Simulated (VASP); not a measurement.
# Sn2O3 (Pn-3m) in VASP: a series of runs

Sn2O3 is run at these levels: PBE; tasks: single point.

All numbers are computed with VASP 6.6.1; they aren't measurements. Logs are shortened: lines on timing, memory, paths and dates and some standing lists are left out, and cuts for length are marked.

## (1) The cell of the first run

The structure is cubic, space group Pn-3m (No. 224). The conventional cell has a = 5.357 Å, b = 5.357 Å, c = 5.357 Å, α = 90.00°, β = 90.00°, γ = 90.00°. Sn (site symmetry -3m) has 6 O at 2.32 Å within 3.1 Å. Within 3.1 Å of O (site symmetry -42m) lie 4 Sn at 2.32 Å and 4 O at 2.68 Å.

## (2) Single point, PBE

Input file INCAR:

```
SYSTEM = Sn2O3
PREC = Accurate ; ENCUT = 520
EDIFF = 1E-6 ; ISMEAR = -1
SIGMA = 0.06122561905347299 ; LREAL = .False.
LASPH = .True. ; NELM = 80
ALGO = Normal ; ISIF = 2
LWAVE = .False. ; LCHARG = .True.
GGA = PE ; LELF = .True.
LVHAR = .True. ; NBANDS = 57
```

Input file KPOINTS:

```
regular mesh
0
Gamma
  7 7 7
  0 0 0
```

Input file POSCAR:

```
Sn2O3
1.0
    5.3565896071      0.0000000000      0.0000000000
    0.0000000000      5.3565896071      0.0000000000
    0.0000000000      0.0000000000      5.3565896071
Sn O
4 6
Direct
    0.2500000000      0.2500000000      0.2500000000
    0.7500000000      0.7500000000      0.2500000000
    0.7500000000      0.2500000000      0.7500000000
    0.2500000000      0.7500000000      0.7500000000
    0.5000000000      0.0000000000      0.0000000000
    0.0000000000      0.5000000000      0.0000000000
    0.0000000000      0.0000000000      0.5000000000
    0.5000000000      0.5000000000      0.0000000000
    0.5000000000      0.0000000000      0.5000000000
    0.0000000000      0.5000000000      0.5000000000
```

Potentials or basis: VASP PAW PBE potentials, release 64 (Sn_d, O).

Command:

```console
$ cat potpaw_PBE.64/Sn_d/POTCAR potpaw_PBE.64/O/POTCAR > POTCAR
$ mpirun -np 1 vasp_std > vasp.out
```

OUTCAR:

```text
SYSTEM = Sn2O3
   PREC = Accurate
   ENCUT = 520
   EDIFF = 1E-6
   ISMEAR = -1
   LREAL = .False.
   LASPH = .True.
   NELM = 80
   ISIF = 2
   GGA = PE

 ion  position               nearest neighbor table
   1  0.250  0.250  0.250-   5 2.32   6 2.32   7 2.32   8 2.32   9 2.32  10 2.32
   2  0.750  0.750  0.250-   5 2.32   6 2.32   7 2.32   8 2.32   9 2.32  10 2.32
   3  0.750  0.250  0.750-   5 2.32   6 2.32   7 2.32   8 2.32   9 2.32  10 2.32
   4  0.250  0.750  0.750-   5 2.32   6 2.32   7 2.32   8 2.32   9 2.32  10 2.32
   5  0.500  0.000  0.000-   1 2.32   2 2.32   3 2.32   4 2.32
   6  0.000  0.500  0.000-   1 2.32   2 2.32   3 2.32   4 2.32
   7  0.000  0.000  0.500-   1 2.32   2 2.32   3 2.32   4 2.32
   8  0.500  0.500  0.000-   1 2.32   2 2.32   3 2.32   4 2.32
   9  0.500  0.000  0.500-   1 2.32   2 2.32   3 2.32   4 2.32
  10  0.000  0.500  0.500-   1 2.32   2 2.32   3 2.32   4 2.32

  LATTYP: Found a simple cubic cell.
 ALAT       =     5.3565896071

  Lattice vectors:

 A1 = (   5.3565896071,   0.0000000000,   0.0000000000)
 A2 = (   0.0000000000,   5.3565896071,   0.0000000000)
 A3 = (   0.0000000000,   0.0000000000,   5.3565896071)

Analysis of symmetry for initial positions (statically):
=====================================================================
 Subroutine PRICEL returns:
 Original cell was already a primitive cell.

 Routine SETGRP: Setting up the symmetry group for a
 simple cubic supercell.

 Subroutine GETGRP returns: Found 48 space group operations
 (whereof 24 operations were pure point group operations)
 out of a pool of 48 trial point group operations.

The static configuration has the point symmetry T_d .
 The point group associated with its full space group is O_h .

Analysis of symmetry for dynamics (positions and initial velocities):
=====================================================================
 Subroutine PRICEL returns:
 Original cell was already a primitive cell.

 Routine SETGRP: Setting up the symmetry group for a
 simple cubic supercell.

 Subroutine GETGRP returns: Found 48 space group operations
 (whereof 24 operations were pure point group operations)
 out of a pool of 48 trial point group operations.

The dynamic configuration has the point symmetry T_d .
 The point group associated with its full space group is O_h .

 Subroutine INISYM returns: Found 48 space group operations
 (whereof 24 operations are pure point group operations),
 and found     1 'primitive' translations

----------------------------------------------------------------------------------------

                                     Primitive cell

  volume of cell :     153.6969

  direct lattice vectors                    reciprocal lattice vectors
     5.356589607  0.000000000  0.000000000     0.186685946  0.000000000  0.000000000
     0.000000000  5.356589607  0.000000000     0.000000000  0.186685946  0.000000000
     0.000000000  0.000000000  5.356589607     0.000000000  0.000000000  0.186685946

  length of vectors
     5.356589607  5.356589607  5.356589607     0.186685946  0.186685946  0.186685946

  position of ions in fractional coordinates (direct lattice)
     0.250000000  0.250000000  0.250000000
     0.750000000  0.750000000  0.250000000
     0.750000000  0.250000000  0.750000000
     0.250000000  0.750000000  0.750000000
     0.500000000  0.000000000  0.000000000
     0.000000000  0.500000000  0.000000000
     0.000000000  0.000000000  0.500000000
     0.500000000  0.500000000  0.000000000
     0.500000000  0.000000000  0.500000000
     0.000000000  0.500000000  0.500000000

  ion indices of the primitive-cell ions
   primitive index   ion index
                 1           1
                 2           2
                 3           3
                 4           4
                 5           5
                 6           6
                 7           7
                 8           8
                 9           9
                10          10

----------------------------------------------------------------------------------------

 KPOINTS: regular mesh

Automatic generation of k-mesh.
 Grid dimensions read from file:
 generate k-points for:    7    7    7

 Generating k-lattice:

  Cartesian coordinates                     Fractional coordinates (reciprocal lattice)
     0.026669421  0.000000000  0.000000000     0.142857143  0.000000000  0.000000000
     0.000000000  0.026669421  0.000000000     0.000000000  0.142857143  0.000000000
     0.000000000  0.000000000  0.026669421     0.000000000  0.000000000  0.142857143

  Length of vectors
     0.026669421  0.026669421  0.026669421

  Shift w.r.t. Gamma in fractional coordinates (k-lattice)
     0.000000000  0.000000000  0.000000000

 Subroutine IBZKPT returns following result:
 ===========================================

 Found     20 irreducible k-points:

 Following reciprocal coordinates:
            Coordinates               Weight
  0.000000  0.000000  0.000000      1.000000
  0.142857  0.000000  0.000000      6.000000
  0.285714  0.000000  0.000000      6.000000
  0.428571  0.000000  0.000000      6.000000
  0.142857  0.142857  0.000000     12.000000
  0.285714  0.142857  0.000000     24.000000
[... 12 lines left out ...]
  0.428571  0.428571  0.285714     24.000000
  0.428571  0.428571  0.428571      8.000000
   k-points           NKPTS =     20   k-points in BZ     NKDIM =     20   number of bands    NBANDS=     57
   number of dos      NEDOS =    301   number of ions     NIONS =     10
   total plane-waves  NPLWV =  64000
   dimension x,y,z NGX =    40 NGY =   40 NGZ =   40
   dimension x,y,z NGXF=    80 NGYF=   80 NGZF=   80
   ions per type =               4   6
   NGX,Y,Z   is equivalent  to a cutoff of  12.41, 12.41, 12.41 a.u.
   NGXF,Y,Z  is equivalent  to a cutoff of  24.83, 24.83, 24.83 a.u.
 SYSTEM =  Sn2O3
   PREC   = accura    normal or accurate (medium, high low for compatibility)
   ISTART =      0    job   : 0-new  1-cont  2-samecut
   ICHARG =      2    charge: 1-file 2-atom 10-const
   ISPIN  =      1    spin polarized calculation?
   LNONCOLLINEAR =      F non collinear calculations
   LSORBIT =      F    spin-orbit coupling
   LASPH  =      T    aspherical Exc in radial PAW
   ENCUT  =  520.0 eV  38.22 Ry    6.18 a.u.   9.96  9.96  9.96*2*pi/ulx,y,z
   NELM   =     80;   NELMIN=  2; NELMDL= -5     # of ELM steps
   EDIFF  = 0.1E-05   stopping-criterion for ELM
   LREAL  =      F    real-space projection
   EDIFFG = 0.1E-04   stopping-criterion for IOM
   NSW    =      0    number of steps for IOM
   IBRION =     -1    ionic relax: 0-MD 1-quasi-New 2-CG
   NFREE  =      0    steps in history (QN), initial steepest desc. (CG)
   ISIF   =      2    stress and relaxation
   ISYM   =      2    0-nonsym 1-usesym 2-fastsym
   POTIM  = 0.5000    time-step for ionic-motion
   TEBEG  =    0.0;   TEEND  =   0.0 temperature during run
   PSTRESS=    0.0 pullay stress
   NELECT =      92.0000    total number of electrons
   NUPDOWN=      -1.0000    fix difference up-down
   EMIN   =  10.00;   EMAX   =-10.00  energy-range for DOS
   EFERMI =   0.00;   METHOD = LEGACY
   ISMEAR =    -1;   SIGMA  =   0.06  broadening in eV -4-tet -1-fermi 0-gaus
   EFERMI_NEDOS =   21; number of points for ismear=-14 and -15
   IALGO  =     38    algorithm
   IMIX   =      4    mixing-type and parameters
     AMIX     =   0.40;   BMIX     =  1.00
     AMIX_MAG =   1.60;   BMIX_MAG =  1.00
  volume/ion in A,a.u.               =      15.37       103.72
  Fermi-wavevector in a.u.,A,eV,Ry     =   1.379693  2.607241 25.899400  1.903552
  Thomas-Fermi vector in A             =   2.504639
   LORBIT       =      0    0 simple, 1 ext, 2 COOP (PROOUT), +10 PAW based schemes
   GGA     = PE    functional components
[... 5 lines left out ...]
 non-spin polarized calculation
  energy-cutoff  :      520.00
  volume of cell :      153.70
 maximum number of plane-waves:      4164
 NGX is ok and might be reduce to    40
   NGX = 19   NGY = 19   NGZ = 19

 number of electron      92.0000033 magnetization

 Free energy of the ion-electron system (eV)
  ---------------------------------------------------
  ext. energy  EPLUGINS =         0.00000000
  ---------------------------------------------------
  free energy    TOTEN  =       -54.77655020 eV

  energy without entropy =      -54.73176037  energy(sigma->0) =      -54.75415529

 E-fermi :   6.9891     XC(G=0): -10.4604

 val. band max:        6.9849587292   @ k =   0.2857   0.2857   0.0000
 cond. band min:       7.0235741824   @ k =   0.2857   0.0000   0.0000
 fundamental gap:      0.0386154532
 Fermi energy:         6.9890969256

 k-point     1 :       0.0000    0.0000    0.0000
  band No.  band energies     occupation
      1     -15.4075      2.00000
      2     -15.4075      2.00000
      3     -15.2868      2.00000
      4     -15.1389      2.00000
      5     -15.1389      2.00000
      6     -15.1389      2.00000
[... 49 lines left out ...]
     56      12.6454      0.00000
     57      12.6455      0.00000

 k-point     2 :       0.1429    0.0000    0.0000
  band No.  band energies     occupation
      1     -15.3922      2.00000
      2     -15.3918      2.00000
      3     -15.2780      2.00000
      4     -15.1468      2.00000
      5     -15.1362      2.00000
      6     -15.1362      2.00000
[... 49 lines left out ...]
     56      12.7451      0.00000
     57      12.7471      0.00000

 k-point     3 :       0.2857    0.0000    0.0000
  band No.  band energies     occupation
      1     -15.3491      2.00000
      2     -15.3465      2.00000
      3     -15.2535      2.00000
      4     -15.1722      2.00000
      5     -15.1352      2.00000
      6     -15.1290      2.00000
[... 954 lines left out ...]
      1     -15.3160      2.00000
      2     -15.3142      2.00000
      3     -15.3095      2.00000
      4     -15.1533      2.00000
      5     -15.1440      2.00000
      6     -15.1439      2.00000
[... 49 lines left out ...]
     56      13.8862      0.00000
     57      14.0982      0.00000

 k-point    20 :       0.4286    0.4286    0.4286
  band No.  band energies     occupation
      1     -15.3375      2.00000
      2     -15.3375      2.00000
      3     -15.3352      2.00000
      4     -15.1432      2.00000
      5     -15.1376      2.00000
      6     -15.1376      2.00000
[... 49 lines left out ...]
     56      14.1394      0.00000
     57      14.2265      0.00000

------------------------ aborting loop because EDIFF is reached ----------------------------------------

  FORCE on cell =-STRESS in cart. coord.  units (eV):
  Direction    XX          YY          ZZ          XY          YZ          ZX
  --------------------------------------------------------------------------------------
  -------------------------------------------------------------------------------------
  Total       -5.1772365     -5.1772365     -5.1772365      0.0000000      0.0000000     -0.0000000
  in kB      -53.9688868    -53.9688868    -53.9688868      0.0000000      0.0000000     -0.0000000
  external PRESSURE =     -53.9688868 kB  Pullay stress =       0.0000000 kB

 VOLUME and BASIS-vectors are now :
 -----------------------------------------------------------------------------
  energy-cutoff  :      520.00
  volume of cell :      153.70
      direct lattice vectors                 reciprocal lattice vectors
     5.356589607  0.000000000  0.000000000     0.186685946  0.000000000  0.000000000
     0.000000000  5.356589607  0.000000000     0.000000000  0.186685946  0.000000000
     0.000000000  0.000000000  5.356589607     0.000000000  0.000000000  0.186685946

 POSITION                                       TOTAL-FORCE (eV/Angst)
 -----------------------------------------------------------------------------------
      1.33915      1.33915      1.33915        -0.000000      0.000000     -0.000000
      4.01744      4.01744      1.33915        -0.000000      0.000000     -0.000000
      4.01744      1.33915      4.01744        -0.000000     -0.000000      0.000000
      1.33915      4.01744      4.01744         0.000000     -0.000000     -0.000000
      2.67829      0.00000      0.00000        -0.000000     -0.000000      0.000000
      0.00000      2.67829      0.00000        -0.000000     -0.000000     -0.000000
      0.00000      0.00000      2.67829        -0.000000      0.000000      0.000000
      2.67829      2.67829      0.00000        -0.000000     -0.000000      0.000000
      2.67829      0.00000      2.67829        -0.000000     -0.000000     -0.000000
      0.00000      2.67829      2.67829        -0.000000     -0.000000     -0.000000
 -----------------------------------------------------------------------------------
    total drift:                               -0.000000      0.000000     -0.000000

  FREE ENERGIE OF THE ION-ELECTRON SYSTEM (eV)
  ---------------------------------------------------
  free  energy   TOTEN  =       -54.7765502033 eV

  energy  without entropy=      -54.7317603705  energy(sigma->0) =      -54.75415529
```

Run time: 2.5 min. Hardware: 1 thread of AMD EPYC 7R13 (Zen 3), shared host; peak memory 0.27 GiB.

What came out:

```
Free energy            : -54.7766 eV
Pressure               : -5.4 GPa
Band gap on the k mesh : zero (bands 46 and 47 overlap by 0.11 eV)
```

Caveat: the cell stands under tension; semilocal functionals underestimate gaps, and a narrow one can read as zero; spin-orbit coupling is left out, which moves the levels of the heavy elements.

## (3) Single point, PBE

This run uses another cell than the first one, of 15.08 Å³/atom.

Input file INCAR:

```
SYSTEM = Sn2O3
PREC = Accurate ; ENCUT = 520
EDIFF = 1E-7 ; ISMEAR = -1
SIGMA = 0.06122561905347299 ; LREAL = .FALSE.
LASPH = .TRUE. ; NELM = 80
ALGO = Normal ; ISIF = 2
LWAVE = .FALSE. ; LCHARG = .FALSE.
GGA = PE ; NBANDS = 57
```

Input file KPOINTS:

```
regular mesh
0
G
  11 11 11
  0 0 0
```

Edit POSCAR of step 2 so:

```diff
@@ -2,5 +2,5 @@
 1.0
-    5.3565896071      0.0000000000      0.0000000000
-    0.0000000000      5.3565896071      0.0000000000
-    0.0000000000      0.0000000000      5.3565896071
+    5.3226862329      0.0000000000      0.0000000000
+    0.0000000000      5.3226862329      0.0000000000
+    0.0000000000      0.0000000000      5.3226862329
 Sn O
```

Potentials or basis: VASP PAW PBE potentials, release 64 (Sn_d, O).

Command:

```console
$ cat potpaw_PBE.64/Sn_d/POTCAR potpaw_PBE.64/O/POTCAR > POTCAR
$ mpirun -np 1 vasp_std > vasp.out
```

It took 7.5 min on 1 thread of Intel Xeon Platinum 8259CL at 2.50GHz (Skylake/Cascade Lake), shared host; peak memory 0.45 GiB.

The run converged. Its results:

* Free energy: -54.8515 eV
* Pressure: -3.7 GPa
* Band gap on the k mesh: zero (bands 46 and 47 overlap by 0.16 eV)

Levels at points of the mesh, in eV from the Fermi level:
| k point | band 43 | band 44 | band 45 | band 46 | band 47 | band 48 | band 49 | band 50 |
| --- | --- | --- | --- | --- | --- | --- | --- | --- |
| (0.00, 0.00, 0.00) | -2.04 | -2.04 | -2.04 | -1.92 | 0.33 | 0.33 | 0.33 | 4.29 |

Caveat: the cell stands under tension; semilocal functionals underestimate gaps, and a narrow one can read as zero; spin-orbit coupling is left out, which moves the levels of the heavy elements.

The gap in the log of VASP goes by the Fermi energy; the results here count the filled bands.